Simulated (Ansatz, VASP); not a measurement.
# One calculation of Al, two programs

INCAR

```
SYSTEM = Al
PREC     = Accurate       ! precision mode
ENCUT    = 520            ! plane-wave cutoff, eV
EDIFF    = 1E-6           ! SCF threshold, eV
ISMEAR   = 0              ! smearing method
SIGMA    = 0.15           ! smearing width, eV
LREAL    = .False.        ! projectors in reciprocal space
LASPH    = .True.         ! aspherical terms in the spheres
NELM     = 80             ! most SCF steps
ALGO     = Fast           ! electronic algorithm
ISIF     = 2              ! what is computed and relaxed
LWAVE    = .False.        ! write WAVECAR
LCHARG   = .False.        ! write CHGCAR
GGA      = PS             ! functional
IVDW     = 12             ! dispersion correction
NBANDS   = 14             ! bands
```

KPOINTS

```
Automatic mesh
0
Gamma
  18 18 6
  0 0 0
```

POSCAR

```
Al
1.0
    2.7977584988      0.0000000000      0.0000000000
   -1.3988792494      2.4229299336      0.0000000000
    0.0000000000      0.0000000000      8.4746902688
Al
4
Direct
    0.0000000000      0.0000000000      0.0000000000
    0.3333333333      0.6666666667      0.2500000000
    0.0000000000      0.0000000000      0.5000000000
    0.6666666667      0.3333333333      0.7500000000
```

Input for Ansatz:

```yaml
crystal:
  lattice:
    - [2.7977584988, 0.0, 0.0]
    - [-1.3988792494, 2.4229299336, 0.0]
    - [0.0, 0.0, 8.4746902688]
  atoms:
    - { symbol: Al, position: [0.0, 0.0, 0.0] }
    - { symbol: Al, position: [0.3333333333, 0.6666666667, 0.25] }
    - { symbol: Al, position: [0.0, 0.0, 0.5] }
    - { symbol: Al, position: [0.6666666667, 0.3333333333, 0.75] }
basis:
  ecutwfc: 420
kpoints:
  mp_grid: { grid: [18, 18, 6] }
hamiltonian:
  xc: pbesol
  pseudopotentials: { kind: paw, azcp: { folder: soft_1 } }
  dispersion: d3bj
scf:
  occupations: { method: gaussian, width: 0.15 }
output:
  forces: true
  stress: true
  eigenvalues: true
```

Alike in both runs: task single point; functional PBEsol; dispersion D3(BJ); k mesh 18 × 18 × 6; occupations gaussian, width 0.15 eV; no spin polarisation.

|  | VASP | Ansatz |
| --- | --- | --- |
| version | VASP 6.6.1 | Ansatz 0.2.0 |
| potentials or method | VASP PAW PBE potentials, release 64 (Al), cutoff 520 eV | scalar-relativistic, plane waves, PAW |
| valence electrons in the cell | 12 | 12 |

Ansatz gave:

| Item | Value |
| --- | --- |
| gap on the k mesh at the Fermi level (eV) | none |
| pressure (GPa) | 9.8 |
| traceless stress, the component that is largest in VASP (GPa) | 6.89 |

What did VASP give for the same quantities?

gap on the k mesh at the Fermi level (eV): none; pressure (GPa): 10.0; traceless stress, the component that is largest in VASP (GPa): 6.94.

VASP's potentials were made for PBE, not for PBEsol, and Ansatz warns of the same on its side. A gap of «none» marks a metal or a gap that the smearing closes.
